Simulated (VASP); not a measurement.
# Mg (P1) in VASP: single point with PBE

Aim: the single point of Mg with PBE.

Everything below comes from runs of VASP 6.6.1. Logs are shortened: lines on timing, memory, paths and dates and some standing lists are left out, and cuts for length are marked.

### 1 The cell of the first run

The typed cell holds 4 atoms: a = 3.191 Å, b = 3.172 Å, c = 10.562 Å, α = 89.61°, β = 88.99°, γ = 117.91°.

### 2 Single point, PBE (atoms moved at random and the cell strained at random)

INCAR

```
SYSTEM = Mg
PREC     = Accurate       ! precision mode
ENCUT    = 520            ! plane-wave cutoff, eV
EDIFF    = 1E-6           ! SCF threshold, eV
ISMEAR   = 0              ! smearing method
SIGMA    = 0.1            ! smearing width, eV
LREAL    = .FALSE.        ! projectors in reciprocal space
LASPH    = .TRUE.         ! aspherical terms in the spheres
NELM     = 60             ! most SCF steps
ALGO     = Fast           ! electronic algorithm
ISIF     = 2              ! what is computed and relaxed
LWAVE    = .FALSE.        ! write WAVECAR
LCHARG   = .FALSE.        ! write CHGCAR
GGA      = PE             ! functional
NBANDS   = 12             ! bands
```

KPOINTS

```
regular mesh
0
G
  14 14 4
  0 0 0
```

POSCAR

```
Mg
1.0
    3.1901688355      0.0635365233      0.0281149116
   -1.5400601745      2.7724872716      0.0105108688
    0.0913219288      0.0921474377     10.5610457014
Mg
4
Direct
   -0.0149928195      0.0098465689     -0.0011483824
    0.3425106377      0.6919464361      0.2458008936
    0.0197842685     -0.0055393765      0.5110002440
    0.6526979133      0.3037463715      0.7443472449
```

Potentials or basis: VASP PAW PBE potentials, release 64 (Mg).

On the command line:

```console
> cat potpaw_PBE.64/Mg/POTCAR > POTCAR
> mpirun -np 1 vasp_std > vasp.out
```

OUTCAR:

```text
SYSTEM = Mg
   PREC = Accurate
   ENCUT = 520
   EDIFF = 1E-6
   ISMEAR = 0
   LREAL = .FALSE.
   LASPH = .TRUE.
   NELM = 60
   ISIF = 2
   GGA = PE

 ion  position               nearest neighbor table
   1  0.985  0.010  0.999-   2 3.14   4 3.20   2 3.20   4 3.25   2 3.26   4 3.37
   2  0.343  0.692  0.246-   1 3.14   1 3.20   1 3.26   3 3.27   3 3.39   3 3.43
   3  0.020  0.994  0.511-   4 3.07   4 3.08   4 3.11   2 3.27   2 3.39   2 3.43
   4  0.653  0.304  0.744-   3 3.07   3 3.08   3 3.11   1 3.20   1 3.25   1 3.37

  LATTYP: Found a triclinic cell.
 ALAT       =     3.1909253418
 B/A-ratio  =     1.7082930961
 C/A-ratio  =     3.3099622762
 COS(alpha) =     0.0063965399
 COS(beta)  =     0.0176283030
 COS(gamma) =     0.8576944417

  Lattice vectors:

 A1 = (  -3.1901688355,  -0.0635365233,  -0.0281149116)
 A2 = (  -4.7302290100,   2.7089507483,  -0.0176040428)
 A3 = (  -0.0913219288,  -0.0921474377, -10.5610457014)

Analysis of symmetry for initial positions (statically):
=====================================================================
 Subroutine PRICEL returns:
 Original cell was already a primitive cell.

 Routine SETGRP: Setting up the symmetry group for a
 triclinic supercell.

 Subroutine GETGRP returns: Found  1 space group operations
 (whereof  1 operations were pure point group operations)
 out of a pool of  2 trial point group operations.

The static configuration has the point symmetry C_1 .

Analysis of symmetry for dynamics (positions and initial velocities):
=====================================================================
 Subroutine PRICEL returns:
 Original cell was already a primitive cell.

 Routine SETGRP: Setting up the symmetry group for a
 triclinic supercell.

 Subroutine GETGRP returns: Found  1 space group operations
 (whereof  1 operations were pure point group operations)
 out of a pool of  2 trial point group operations.

The dynamic configuration has the point symmetry C_1 .

 Subroutine INISYM returns: Found  1 space group operations
 (whereof  1 operations are pure point group operations),
 and found     1 'primitive' translations

----------------------------------------------------------------------------------------

                                     Primitive cell

  volume of cell :      94.4286

  direct lattice vectors                    reciprocal lattice vectors
     3.190168836  0.063536523  0.028114912     0.310069256  0.172253015 -0.004184131
    -1.540060174  2.772487272  0.010510869    -0.007078593  0.356766513 -0.003051657
     0.091321929  0.092147438 10.561045701    -0.000818401 -0.000813632  0.094701769

  length of vectors
     3.190925342  3.171526681 10.561842507     0.354727433  0.356849778  0.094708800

  position of ions in fractional coordinates (direct lattice)
     0.985007180  0.009846569  0.998851618
     0.342510638  0.691946436  0.245800894
     0.019784268  0.994460623  0.511000244
     0.652697913  0.303746371  0.744347245

  ion indices of the primitive-cell ions
   primitive index   ion index
                 1           1
                 2           2
                 3           3
                 4           4

----------------------------------------------------------------------------------------

 KPOINTS: regular mesh

Automatic generation of k-mesh.
 Grid dimensions read from file:
 generate k-points for:   14   14    4

 Generating k-lattice:

  Cartesian coordinates                     Fractional coordinates (reciprocal lattice)
     0.022147804  0.012303787 -0.000298866     0.071428571 -0.000000000  0.000000000
    -0.000505614  0.025483322 -0.000217976     0.000000000  0.071428571 -0.000000000
    -0.000204600 -0.000203408  0.023675442     0.000000000 -0.000000000  0.250000000

  Length of vectors
     0.025337674  0.025489270  0.023677200

  Shift w.r.t. Gamma in fractional coordinates (k-lattice)
     0.000000000  0.000000000  0.000000000

 Subroutine IBZKPT returns following result:
 ===========================================

 Found    396 irreducible k-points:

 Following reciprocal coordinates:
            Coordinates               Weight
  0.000000  0.000000  0.000000      1.000000
  0.071429 -0.000000 -0.000000      2.000000
  0.142857  0.000000  0.000000      2.000000
  0.214286 -0.000000 -0.000000      2.000000
  0.285714 -0.000000 -0.000000      2.000000
  0.357143 -0.000000  0.000000      2.000000
[... 16 lines left out ...]
  0.000000  0.142857  0.000000      2.000000
  0.071429  0.142857  0.000000      2.000000
 [... further k-points ...]
   k-points           NKPTS =    396   k-points in BZ     NKDIM =    396   number of bands    NBANDS=     12
   number of dos      NEDOS =    301   number of ions     NIONS =      4
   total plane-waves  NPLWV =  46080
   dimension x,y,z NGX =    24 NGY =   24 NGZ =   80
   dimension x,y,z NGXF=    48 NGYF=   48 NGZF=  160
   ions per type =               4
   NGX,Y,Z   is equivalent  to a cutoff of  12.50, 12.58, 12.59 a.u.
   NGXF,Y,Z  is equivalent  to a cutoff of  25.01, 25.16, 25.18 a.u.
 SYSTEM =  Mg
   PREC   = accura    normal or accurate (medium, high low for compatibility)
   ISTART =      0    job   : 0-new  1-cont  2-samecut
   ICHARG =      2    charge: 1-file 2-atom 10-const
   ISPIN  =      1    spin polarized calculation?
   LNONCOLLINEAR =      F non collinear calculations
   LSORBIT =      F    spin-orbit coupling
   LASPH  =      T    aspherical Exc in radial PAW
   ENCUT  =  520.0 eV  38.22 Ry    6.18 a.u.   5.93  5.90 19.64*2*pi/ulx,y,z
   NELM   =     60;   NELMIN=  2; NELMDL= -5     # of ELM steps
   EDIFF  = 0.1E-05   stopping-criterion for ELM
   LREAL  =      F    real-space projection
   EDIFFG = 0.1E-04   stopping-criterion for IOM
   NSW    =      0    number of steps for IOM
   IBRION =     -1    ionic relax: 0-MD 1-quasi-New 2-CG
   NFREE  =      0    steps in history (QN), initial steepest desc. (CG)
   ISIF   =      2    stress and relaxation
   ISYM   =      2    0-nonsym 1-usesym 2-fastsym
   POTIM  = 0.5000    time-step for ionic-motion
   TEBEG  =    0.0;   TEEND  =   0.0 temperature during run
   PSTRESS=    0.0 pullay stress
   NELECT =       8.0000    total number of electrons
   NUPDOWN=      -1.0000    fix difference up-down
   EMIN   =  10.00;   EMAX   =-10.00  energy-range for DOS
   EFERMI =   0.00;   METHOD = LEGACY
   ISMEAR =     0;   SIGMA  =   0.10  broadening in eV -4-tet -1-fermi 0-gaus
   EFERMI_NEDOS =   21; number of points for ismear=-14 and -15
   IALGO  =     68    algorithm
   IMIX   =      4    mixing-type and parameters
     AMIX     =   0.40;   BMIX     =  1.00
     AMIX_MAG =   1.60;   BMIX_MAG =  1.00
  volume/ion in A,a.u.               =      23.61       159.31
  Fermi-wavevector in a.u.,A,eV,Ry     =   0.719013  1.358738  7.033945  0.516980
  Thomas-Fermi vector in A             =   1.808100
   LORBIT       =      0    0 simple, 1 ext, 2 COOP (PROOUT), +10 PAW based schemes
   GGA     = PE    functional components
   LHFCALC =     F    Hartree Fock is set to
   AEXX    =    0.0000 exact exchange contribution
   IVDW    =     0    specifies the selected vdW correction
   LEPSILON=     F    determine dielectric tensor
   LRPA    =     F    only Hartree local field effects (RPA)
 non-spin polarized calculation
 RMM-DIIS sequential band-by-band and
 Gauss-broadening in eV      SIGMA  =   0.10
  energy-cutoff  :      520.00
  volume of cell :       94.43
 maximum number of plane-waves:      2570
   NGX = 11   NGY = 11   NGZ = 39

 number of electron       8.0000000 magnetization

 Free energy of the ion-electron system (eV)
  ---------------------------------------------------
  ext. energy  EPLUGINS =         0.00000000
  ---------------------------------------------------
  free energy    TOTEN  =        -5.94456196 eV

  energy without entropy =       -5.93683996  energy(sigma->0) =       -5.94070096

 E-fermi :   2.4834     XC(G=0):  -8.4018

 val. band max:        2.4733665935   @ k =   0.4286  -0.2857   0.2500
 cond. band min:       2.4918591853   @ k =   0.3571   0.2857  -0.0000
 fundamental gap:      0.0184925917
 Fermi energy:         2.4834151276

 k-point     1 :       0.0000    0.0000    0.0000
  band No.  band energies     occupation
      1      -4.3388      2.00000
      2      -3.1282      2.00000
      3      -2.8255      2.00000
      4       0.8036      2.00000
      5       1.1347      2.00000
      6       7.2067      0.00000
      7       7.3056      0.00000
      8      12.9449      0.00000
      9      13.0160      0.00000
     10      13.6402      0.00000
     11      13.6651      0.00000
     12      13.7865      0.00000

 k-point     2 :       0.0714   -0.0000   -0.0000
  band No.  band energies     occupation
      1      -4.2420      2.00000
      2      -3.0336      2.00000
      3      -2.7291      2.00000
      4       0.8893      2.00000
      5       1.2323      2.00000
      6       7.2692      0.00000
      7       7.3961      0.00000
      8      11.1271      0.00000
      9      11.9832      0.00000
     10      12.3626      0.00000
     11      12.5364      0.00000
     12      13.3398      0.00000

 k-point     3 :       0.1429    0.0000    0.0000
  band No.  band energies     occupation
      1      -3.9521      2.00000
      2      -2.7501      2.00000
      3      -2.4404      2.00000
      4       1.1474      2.00000
      5       1.5220      2.00000
      6       7.4462      0.00000
      7       7.6170      0.00000
      8       9.0770      0.00000
      9       9.9629      0.00000
     10      10.3866      0.00000
     11      11.5986      0.00000
     12      12.4036      0.00000
[... 286 lines left out ...]
 k-point    23 :       0.0000    0.1429    0.0000
  band No.  band energies     occupation
      1      -3.9475      2.00000
      2      -2.7438      2.00000
      3      -2.4375      2.00000
      4       1.1569      2.00000
      5       1.5219      2.00000
      6       7.4637      0.00000
      7       7.6048      0.00000
      8       9.2289      0.00000
      9      10.1144      0.00000
     10      10.4945      0.00000
     11      11.4184      0.00000
     12      12.3517      0.00000

 k-point    24 :       0.0714    0.1429    0.0000
  band No.  band energies     occupation
      1      -3.6696      2.00000
      2      -2.4729      2.00000
      3      -2.1598      2.00000
      4       1.4029      2.00000
      5       1.7999      2.00000
      6       7.5070      0.00000
      7       7.7552      0.00000
      8       8.4805      0.00000
      9       9.0967      0.00000
     10       9.4199      0.00000
     11       9.6245      0.00000
     12      10.6838      0.00000

 [... further k-points ...]
[... 5 lines left out ...]
  --------------------------------------------------------------------------------------
  -------------------------------------------------------------------------------------
  Total       -0.0705089     -0.7419908     -0.4535870     -0.6341430     -0.1603249     -0.1881418
  in kB       -1.1963308    -12.5894191     -7.6960476    -10.7595569     -2.7202465     -3.1922167
  external PRESSURE =      -7.1605991 kB  Pullay stress =       0.0000000 kB

 VOLUME and BASIS-vectors are now :
 -----------------------------------------------------------------------------
  energy-cutoff  :      520.00
  volume of cell :       94.43
      direct lattice vectors                 reciprocal lattice vectors
     3.190168836  0.063536523  0.028114912     0.310069256  0.172253015 -0.004184131
    -1.540060174  2.772487272  0.010510869    -0.007078593  0.356766513 -0.003051657
     0.091321929  0.092147438 10.561045701    -0.000818401 -0.000813632  0.094701769

 POSITION                                       TOTAL-FORCE (eV/Angst)
 -----------------------------------------------------------------------------------
      3.21839      0.18193     10.57671         0.048042     -0.006687     -0.076892
      0.04947      1.96282      2.61282         0.009139     -0.048950      0.184418
     -1.42175      2.80547      5.40771        -0.028415     -0.001336     -0.415160
      1.68240      0.95219      7.88263        -0.028766      0.056974      0.307633
 -----------------------------------------------------------------------------------
    total drift:                               -0.000003      0.000004      0.000004

  FREE ENERGIE OF THE ION-ELECTRON SYSTEM (eV)
  ---------------------------------------------------
  free  energy   TOTEN  =        -5.9445619555 eV

  energy  without entropy=       -5.9368399621  energy(sigma->0) =       -5.94070096
```

It took 8.1 min on 1 thread of Oxide Virtual Turin-like, shared host; peak memory 0.46 GiB.

Results:

- Free energy: -5.9446 eV
- Pressure: -0.7 GPa
- Largest force: 0.416 eV/Å
- Band gap on the k mesh: zero (bands 4 and 5 overlap by 2.28 eV)

Forces in eV/Å, atoms in the order of the input:
```
Mg   0.048 -0.007 -0.077
Mg   0.009 -0.049  0.184
Mg  -0.028 -0.001 -0.415
Mg  -0.029  0.057  0.308
```

Stress tensor (GPa, compression positive):
```
-0.12 -1.08 -0.32
-1.08 -1.26 -0.27
-0.32 -0.27 -0.77
```

Levels at points of the mesh, in eV from the Fermi level:
```
           k point  band 1  band 2  band 3  band 4  band 5  band 6  band 7  band 8  band 9
(0.00, 0.00, 0.00)   -6.82   -5.61   -5.31   -1.68   -1.35    4.72    4.82   10.46   10.53
(0.50, 0.00, 0.00)   -2.20   -2.18   -1.25   -1.10   -0.66   -0.45    2.53    2.73    3.24
(0.00, 0.50, 0.00)   -2.15   -2.13   -1.16   -1.03   -0.62   -0.45    2.57    2.87    3.19
(0.50, 0.50, 0.00)   -1.91   -1.87   -0.93   -0.85   -0.24   -0.15    2.94    3.04    3.47
(0.00, 0.00, 0.50)   -6.56   -6.41   -3.85   -3.74    1.32    1.40    8.61    8.66   10.58
(0.50, 0.00, 0.50)   -1.99   -1.94   -1.81   -1.74    0.38    0.73    0.82    1.17    5.39
(0.00, 0.50, 0.50)   -1.94   -1.87   -1.77   -1.68    0.44    0.71    0.93    1.20    5.50
(0.50, 0.50, 0.50)   -1.71   -1.58   -1.57   -1.41    0.81    0.97    1.24    1.37    5.67
```

Caveat: the cell differs from its parent crystal (atoms moved at random and the cell strained at random).
